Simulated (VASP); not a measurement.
# BN (P6_3/mmc) in VASP: a series of runs

BN is run at these levels: PBE, LDA; tasks: single point.

Program: VASP 6.6.1. These are calculated values, not measurements. Logs are shortened: lines on timing, memory, paths and dates and some standing lists are left out, and cuts for length are marked.

## Step 1: The cell of the first run

It takes space group P6_3/mmc (No. 194, hexagonal). The conventional cell has a = 2.501 Å, b = 2.501 Å, c = 6.893 Å, α = 90.00°, β = 90.00°, γ = 120.00°. B (site symmetry -6m2) has 3 N at 1.44 Å within 1.9 Å. Within 1.9 Å of N (site symmetry -6m2) lie 3 B at 1.44 Å.

## Step 2: Single point, PBE

File INCAR:

```
ALGO     = Normal         # electronic algorithm
EDIFF    = 1E-6           # SCF threshold, eV
ENCUT    = 520            # plane-wave cutoff, eV
GGA      = PE             # functional
ISIF     = 2              # what is computed and relaxed
ISMEAR   = 0              # smearing method
LASPH    = True           # aspherical terms in the spheres
LCHARG   = False          # write CHGCAR
LREAL    = False          # projectors in reciprocal space
LWAVE    = False          # write WAVECAR
NBANDS   = 16             # bands
NELM     = 60             # most SCF steps
PREC     = Accurate       # precision mode
SIGMA    = 0.01           # smearing width, eV
```

File KPOINTS:

```
k-points
0
Gamma
  6 6 2
```

File POSCAR:

```
BN
1.0
    2.5008381060      0.0000000000      0.0000000000
   -1.2504190530      2.1657893305      0.0000000000
    0.0000000000      0.0000000000      6.8931301039
B N
2 2
Direct
    0.3333333333      0.6666666667      0.2500000000
    0.6666666667      0.3333333333      0.7500000000
    0.6666666667      0.3333333333      0.2500000000
    0.3333333333      0.6666666667      0.7500000000
```

Potentials or basis: VASP PAW PBE potentials, release 64 (B, N).

Started as:

```
cat potpaw_PBE.64/B/POTCAR potpaw_PBE.64/N/POTCAR > POTCAR
mpirun -np 1 vasp_std > vasp.out
```

OUTCAR:

```text
EDIFF = 1E-6
   ENCUT = 520
   GGA = PE
   ISIF = 2
   ISMEAR = 0
   LASPH = True
   LREAL = False
   NELM = 60
   PREC = Accurate

 ion  position               nearest neighbor table
   1  0.333  0.667  0.250-   3 1.44   3 1.44   3 1.44
   2  0.667  0.333  0.750-   4 1.44   4 1.44   4 1.44
   3  0.667  0.333  0.250-   1 1.44   1 1.44   1 1.44
   4  0.333  0.667  0.750-   2 1.44   2 1.44   2 1.44

  LATTYP: Found a hexagonal cell.
 ALAT       =     2.5008381060
 C/A-ratio  =     2.7563280035

  Lattice vectors:

 A1 = (   2.5008381060,   0.0000000000,   0.0000000000)
 A2 = (  -1.2504190530,   2.1657893305,   0.0000000000)
 A3 = (   0.0000000000,   0.0000000000,   6.8931301039)

Analysis of symmetry for initial positions (statically):
=====================================================================
 Subroutine PRICEL returns:
 Original cell was already a primitive cell.

 Routine SETGRP: Setting up the symmetry group for a
 hexagonal supercell.

 Subroutine GETGRP returns: Found 24 space group operations
 (whereof 12 operations were pure point group operations)
 out of a pool of 24 trial point group operations.

The static configuration has the point symmetry D_3d.
 The point group associated with its full space group is D_6h.

Analysis of symmetry for dynamics (positions and initial velocities):
=====================================================================
 Subroutine PRICEL returns:
 Original cell was already a primitive cell.

 Routine SETGRP: Setting up the symmetry group for a
 hexagonal supercell.

 Subroutine GETGRP returns: Found 24 space group operations
 (whereof 12 operations were pure point group operations)
 out of a pool of 24 trial point group operations.

The dynamic configuration has the point symmetry D_3d.
 The point group associated with its full space group is D_6h.

 Subroutine INISYM returns: Found 24 space group operations
 (whereof 12 operations are pure point group operations),
 and found     1 'primitive' translations

----------------------------------------------------------------------------------------

                                     Primitive cell

  volume of cell :      37.3352

  direct lattice vectors                    reciprocal lattice vectors
     2.500838106  0.000000000  0.000000000     0.399865948  0.230862713  0.000000000
    -1.250419053  2.165789330  0.000000000     0.000000000  0.461725425  0.000000000
     0.000000000  0.000000000  6.893130104     0.000000000  0.000000000  0.145071975

  length of vectors
     2.500838106  2.500838106  6.893130104     0.461725425  0.461725425  0.145071975

  position of ions in fractional coordinates (direct lattice)
     0.333333333  0.666666667  0.250000000
     0.666666667  0.333333333  0.750000000
     0.666666667  0.333333333  0.250000000
     0.333333333  0.666666667  0.750000000

  ion indices of the primitive-cell ions
   primitive index   ion index
                 1           1
                 2           2
                 3           3
                 4           4

----------------------------------------------------------------------------------------

 KPOINTS: k-points

Automatic generation of k-mesh.
 Grid dimensions read from file:
 generate k-points for:    6    6    2

 Generating k-lattice:

  Cartesian coordinates                     Fractional coordinates (reciprocal lattice)
     0.066644325  0.038477119  0.000000000     0.166666667  0.000000000  0.000000000
     0.000000000  0.076954238  0.000000000     0.000000000  0.166666667  0.000000000
     0.000000000  0.000000000  0.072535988     0.000000000  0.000000000  0.500000000

  Length of vectors
     0.076954238  0.076954238  0.072535988

  Shift w.r.t. Gamma in fractional coordinates (k-lattice)
     0.000000000  0.000000000  0.000000000

 Subroutine IBZKPT returns following result:
 ===========================================

 Found     14 irreducible k-points:

 Following reciprocal coordinates:
            Coordinates               Weight
  0.000000  0.000000  0.000000      1.000000
  0.166667  0.000000  0.000000      6.000000
  0.333333 -0.000000  0.000000      6.000000
  0.500000  0.000000  0.000000      3.000000
  0.166667  0.166667  0.000000      6.000000
  0.333333  0.166667  0.000000     12.000000
  0.333333  0.333333  0.000000      2.000000
  0.000000  0.000000  0.500000      1.000000
  0.166667  0.000000  0.500000      6.000000
  0.333333 -0.000000  0.500000      6.000000
  0.500000  0.000000  0.500000      3.000000
  0.166667  0.166667  0.500000      6.000000
  0.333333  0.166667  0.500000     12.000000
  0.333333  0.333333  0.500000      2.000000
   k-points           NKPTS =     14   k-points in BZ     NKDIM =     14   number of bands    NBANDS=     16
   number of dos      NEDOS =    301   number of ions     NIONS =      4
   total plane-waves  NPLWV =  21600
   dimension x,y,z NGX =    20 NGY =   20 NGZ =   54
   dimension x,y,z NGXF=    40 NGYF=   40 NGZF=  108
   ions per type =               2   2
   NGX,Y,Z   is equivalent  to a cutoff of  13.30, 13.30, 13.02 a.u.
   NGXF,Y,Z  is equivalent  to a cutoff of  26.59, 26.59, 26.05 a.u.
 SYSTEM =  unknown system
   PREC   = accura    normal or accurate (medium, high low for compatibility)
   ISTART =      0    job   : 0-new  1-cont  2-samecut
   ICHARG =      2    charge: 1-file 2-atom 10-const
   ISPIN  =      1    spin polarized calculation?
   LNONCOLLINEAR =      F non collinear calculations
   LSORBIT =      F    spin-orbit coupling
   LASPH  =      T    aspherical Exc in radial PAW
   ENCUT  =  520.0 eV  38.22 Ry    6.18 a.u.   4.65  4.65 12.82*2*pi/ulx,y,z
   NELM   =     60;   NELMIN=  2; NELMDL= -5     # of ELM steps
   EDIFF  = 0.1E-05   stopping-criterion for ELM
   LREAL  =      F    real-space projection
   EDIFFG = 0.1E-04   stopping-criterion for IOM
   NSW    =      0    number of steps for IOM
   IBRION =     -1    ionic relax: 0-MD 1-quasi-New 2-CG
   NFREE  =      0    steps in history (QN), initial steepest desc. (CG)
   ISIF   =      2    stress and relaxation
   ISYM   =      2    0-nonsym 1-usesym 2-fastsym
   POTIM  = 0.5000    time-step for ionic-motion
   TEBEG  =    0.0;   TEEND  =   0.0 temperature during run
   PSTRESS=    0.0 pullay stress
   NELECT =      16.0000    total number of electrons
   NUPDOWN=      -1.0000    fix difference up-down
   EMIN   =  10.00;   EMAX   =-10.00  energy-range for DOS
   EFERMI =   0.00;   METHOD = LEGACY
   ISMEAR =     0;   SIGMA  =   0.01  broadening in eV -4-tet -1-fermi 0-gaus
   EFERMI_NEDOS =   21; number of points for ismear=-14 and -15
   IALGO  =     38    algorithm
   IMIX   =      4    mixing-type and parameters
     AMIX     =   0.40;   BMIX     =  1.00
     AMIX_MAG =   1.60;   BMIX_MAG =  1.00
  volume/ion in A,a.u.               =       9.33        62.99
  Fermi-wavevector in a.u.,A,eV,Ry     =   1.234266  2.332424 20.727283  1.523412
  Thomas-Fermi vector in A             =   2.368963
   LORBIT       =      0    0 simple, 1 ext, 2 COOP (PROOUT), +10 PAW based schemes
   GGA     = PE    functional components
   LHFCALC =     F    Hartree Fock is set to
   AEXX    =    0.0000 exact exchange contribution
   IVDW    =     0    specifies the selected vdW correction
   LEPSILON=     F    determine dielectric tensor
   LRPA    =     F    only Hartree local field effects (RPA)
 non-spin polarized calculation
 Gauss-broadening in eV      SIGMA  =   0.01
  energy-cutoff  :      520.00
  volume of cell :       37.34
 maximum number of plane-waves:      1034
 NGX is ok and might be reduce to    20
   NGX =  9   NGY =  9   NGZ = 25

 number of electron      16.0000000 magnetization

 Free energy of the ion-electron system (eV)
  ---------------------------------------------------
  ext. energy  EPLUGINS =         0.00000000
  ---------------------------------------------------
  free energy    TOTEN  =       -35.16966592 eV

  energy without entropy =      -35.16966592  energy(sigma->0) =      -35.16966592

 E-fermi :   2.0490     XC(G=0):  -9.8299

 val. band max:        1.9958267310   @ k =   0.3333   0.3333   0.5000
 cond. band min:       6.3340612816   @ k =   0.5000   0.0000   0.0000
 fundamental gap:      4.3382345507
 Fermi energy:         2.0490306690

 k-point     1 :       0.0000    0.0000    0.0000
  band No.  band energies     occupation
      1     -15.7914      2.00000
      2     -15.5717      2.00000
      3      -4.0831      2.00000
      4      -2.3187      2.00000
      5       0.6695      2.00000
      6       0.6695      2.00000
[... 8 lines left out ...]
     15      14.0617      0.00000
     16      15.0208      0.00000

 k-point     2 :       0.1667    0.0000    0.0000
  band No.  band energies     occupation
      1     -15.2552      2.00000
      2     -15.0501      2.00000
      3      -3.3438      2.00000
      4      -1.6486      2.00000
      5      -1.3053      2.00000
      6      -1.2819      2.00000
[... 8 lines left out ...]
     15      15.8026      0.00000
     16      15.8879      0.00000

 k-point     3 :       0.3333   -0.0000    0.0000
  band No.  band energies     occupation
      1     -13.8090      2.00000
      2     -13.6533      2.00000
      3      -4.8983      2.00000
      4      -4.8427      2.00000
      5      -1.5917      2.00000
      6      -1.5492      2.00000
[... 8 lines left out ...]
     15      17.6786      0.00000
     16      20.6238      0.00000

 k-point     4 :       0.5000    0.0000    0.0000
  band No.  band energies     occupation
      1     -12.6087      2.00000
      2     -12.5572      2.00000
      3      -6.9164      2.00000
      4      -6.8686      2.00000
      5      -2.1480      2.00000
      6      -2.1029      2.00000
[... 8 lines left out ...]
     15      17.1181      0.00000
     16      20.0624      0.00000
[... 134 lines left out ...]
 k-point    12 :       0.1667    0.1667    0.5000
  band No.  band energies     occupation
      1     -14.1656      2.00000
      2     -14.1656      2.00000
      3      -3.5138      2.00000
      4      -3.5138      2.00000
      5      -1.9161      2.00000
      6      -1.9161      2.00000
[... 8 lines left out ...]
     15      16.8158      0.00000
     16      16.8158      0.00000

 k-point    13 :       0.3333    0.1667    0.5000
  band No.  band energies     occupation
      1     -12.6756      2.00000
      2     -12.6756      2.00000
      3      -6.0674      2.00000
      4      -6.0674      2.00000
      5      -3.3050      2.00000
      6      -3.3050      2.00000
[... 8 lines left out ...]
     15      17.9746      0.00000
     16      17.9746      0.00000

 k-point    14 :       0.3333    0.3333    0.5000
  band No.  band energies     occupation
      1     -11.9967      2.00000
      2     -11.9967      2.00000
      3      -5.9206      2.00000
      4      -5.9206      2.00000
      5      -5.1603      2.00000
      6      -5.1603      2.00000
[... 8 lines left out ...]
     15      19.3739      0.00000
     16      19.3739      0.00000

------------------------ aborting loop because EDIFF is reached ----------------------------------------

  FORCE on cell =-STRESS in cart. coord.  units (eV):
  Direction    XX          YY          ZZ          XY          YZ          ZX
  --------------------------------------------------------------------------------------
  -------------------------------------------------------------------------------------
  Total        1.1412690      1.1412690      0.4192497      0.0000000      0.0000000      0.0000000
  in kB       48.9756655     48.9756655     17.9914070      0.0000000      0.0000000      0.0000000
  external PRESSURE =      38.6475793 kB  Pullay stress =       0.0000000 kB

 VOLUME and BASIS-vectors are now :
 -----------------------------------------------------------------------------
  energy-cutoff  :      520.00
  volume of cell :       37.34
      direct lattice vectors                 reciprocal lattice vectors
     2.500838106  0.000000000  0.000000000     0.399865948  0.230862713  0.000000000
    -1.250419053  2.165789330  0.000000000     0.000000000  0.461725425  0.000000000
     0.000000000  0.000000000  6.893130104     0.000000000  0.000000000  0.145071975

 POSITION                                       TOTAL-FORCE (eV/Angst)
 -----------------------------------------------------------------------------------
     -0.00000      1.44386      1.72328         0.000000     -0.000000      0.000000
      1.25042      0.72193      5.16985        -0.000000      0.000000      0.000000
      1.25042      0.72193      1.72328        -0.000000      0.000000      0.000000
     -0.00000      1.44386      5.16985         0.000000     -0.000000      0.000000
 -----------------------------------------------------------------------------------
    total drift:                               -0.000000      0.000000      0.000000

  FREE ENERGIE OF THE ION-ELECTRON SYSTEM (eV)
  ---------------------------------------------------
  free  energy   TOTEN  =       -35.1696659152 eV

  energy  without entropy=      -35.1696659152  energy(sigma->0) =      -35.16966592
```

Run time: 9.1 s. Hardware: 1 thread of Intel Xeon 6975P-C, shared host; peak memory 0.15 GiB.

What came out:

| Property | Result |
| --- | --- |
| Free energy | -35.1697 eV |
| Pressure | 3.9 GPa |
| Band gap on the k mesh | 4.34 eV, indirect (least direct gap 4.66 eV) |

Stress tensor (GPa, compression positive):
```
4.90 0.00 0.00
0.00 4.90 0.00
0.00 0.00 1.80
```

Caveat: the k points lie up to 0.48 Å⁻¹ apart; this functional lacks dispersion, which binds the layers, so the pressure and a relaxed spacing across them are unreliable. A k mesh can miss the band edges.

## Step 3: Single point, LDA

File INCAR:

```
  PREC = Accurate
  ENCUT = 520
  EDIFF = 1E-6
  ISMEAR = 0
  SIGMA = 0.01
  LREAL = False
  LASPH = True
  NELM = 100
  ALGO = Normal
  ISIF = 2
  LWAVE = False
  LCHARG = False
  NBANDS = 16
```

File KPOINTS:

```
Automatic mesh
0
Gamma
  6 6 2
```

POSCAR is that of step 2.

Potentials or basis: VASP PAW LDA potentials, release 64 (B, N).

Started as:

```
cat potpaw_LDA.64/B/POTCAR potpaw_LDA.64/N/POTCAR > POTCAR
mpirun -np 1 vasp_std > vasp.out
```

It took 6.8 s on 1 thread of Intel Xeon 6975P-C, shared host; peak memory 0.13 GiB.

The run converged. Its results:

```yaml
Free_energy: -38.5668 eV
Pressure: -3.4 GPa
Band_gap_on_the_k_mesh: 4.14 eV, indirect (least direct gap 4.52 eV)
```

Stress tensor (GPa, compression positive):
```
-4.45  0.00  0.00
 0.00 -4.45  0.00
 0.00  0.00 -1.27
```

Levels at points of the mesh, in eV from the valence-band top:
```
           k point  band 5  band 6  band 7  band 8  band 9  band 10  band 11  band 12
(0.00, 0.00, 0.00)   -1.34   -1.34   -1.31   -1.31    4.70     9.57    11.47    11.47
(0.50, 0.00, 0.00)   -4.16   -4.12   -1.38   -0.52    4.14     5.37     9.47    10.00
(0.00, 0.00, 0.50)   -1.33   -1.33   -1.33   -1.33    6.91     6.91    11.52    11.52
(0.50, 0.00, 0.50)   -4.14   -4.14   -0.94   -0.94    4.58     4.58     9.91     9.91
```

Caveat: the k points lie up to 0.48 Å⁻¹ apart. A k mesh can miss the band edges.
